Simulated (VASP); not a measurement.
GaIr:

```
Ga Ir
1.0
     3.00400    0.00000    0.00000
     0.00000    3.00400    0.00000
     0.00000    0.00000    3.00400
Ga Ir
1 1
Direct
  0.00000 0.00000 0.00000
  0.50000 0.50000 0.50000
```

Base run:

```yaml
Program: VASP 6.6.1
Functional: LDA
Potentials_or_basis: VASP PAW LDA potentials, release 64 (Ga_d, Ir)
Cutoff: 520 eV
k_mesh: 7 × 7 × 7
Occupations: methfessel-paxton, width 0.1 eV
Spin: no spin polarisation
```

Its results: band gap on the k mesh 0.18 eV, indirect (least direct gap 0.91 eV); pressure -0.4 GPa.

Task: The run is repeated on the same cell with these changes: k mesh from 7 × 7 × 7 to 3 × 3 × 3; further incar settings from ALGO = Normal; EDIFF = 1e-07; NBANDS = 18 to ALGO = Normal; EDIFF = 1e-06; NBANDS = 18. What comes out?

Result: Band gap on the k mesh 1.49 eV, direct; pressure -2.0 GPa.

Caveats: some runs use coarse meshes; spin-orbit coupling is left out, which moves the levels of the heavy elements.

A k mesh can miss the band edges.
